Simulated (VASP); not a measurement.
Write the native input for VASP 6.6.1 that does the following.

```
Task                   : relaxation of cell and atoms
Functional             : PBEsol
Potentials or basis    : VASP PAW PBE potentials, release 64 (Zr_sv)
Cutoff                 : 600 eV
k mesh                 : 11 × 11 × 11
Occupations            : fermi-dirac, width 0.05 eV
Spin                   : no spin polarisation
Target pressure        : 13 GPa
Dipole correction      : no
Further INCAR settings : ALGO = Normal; EDIFF = 1e-06; IBRION = 2; EDIFFG = -0.005; NSW = 32; ISIF = 3
```

The structure of Zr lies in POSCAR:

```
Zr
1.0
    0.0000000000      2.8442656427      2.8442656427
    2.8442656427      0.0000000000      2.8442656427
    2.8442656427      2.8442656427      0.0000000000
Zr
2
Direct
   -0.1250000000     -0.1250000000     -0.1250000000
    0.1250000000      0.1250000000      0.1250000000
```

These files were run (other wordings do the same):

INCAR

```
ALGO = Normal
EDIFF = 1E-6
EDIFFG = -0.005
ENCUT = 600
GGA = PS
IBRION = 2
ISIF = 3
ISMEAR = -1
LASPH = True
LCHARG = False
LREAL = False
LWAVE = False
NELM = 80
NSW = 32
PREC = Accurate
PSTRESS = 130.0
SIGMA = 0.05
```

KPOINTS

```
k-points
0
Gamma
  11 11 11
```

Potentials or basis: VASP PAW PBE potentials, release 64 (Zr_sv).

The run is started by

```sh
$ cat potpaw_PBE.64/Zr_sv/POTCAR > POTCAR
$ mpirun -np 1 vasp_std > vasp.out
```

It gave:

| Quantity | Value |
| --- | --- |
| Relaxed volume | 23.14 Å³/atom |
| Relaxed cell | a = 4.030 Å, b = 4.030 Å, c = 4.030 Å, α = 60.00°, β = 60.00°, γ = 60.00° |
| Space group after relaxing (to 0.05 Å) | Fd-3m (No. 227) |
| Energy change on relaxing (the enthalpy is what falls) | -10.4 meV/atom |
| Ionic steps | 3 |
| Pressure after relaxing | 13.0 GPa |
| Band gap on the k mesh | zero (band 12 reaches 8.86 eV, above the bottom of band 13 at 7.98 eV) |

Caveat: the cell is relaxed towards a set pressure, so the enthalpy falls and the energy may rise; the PAW data sets were made with another functional, which shifts forces and pressure a little.

Wall time 87 s on 1 thread of Intel(R) Xeon(R) Platinum 8259CL CPU @ 2.50GHz (Skylake/Cascade Lake) (shared host), peak memory 0.21 GiB.
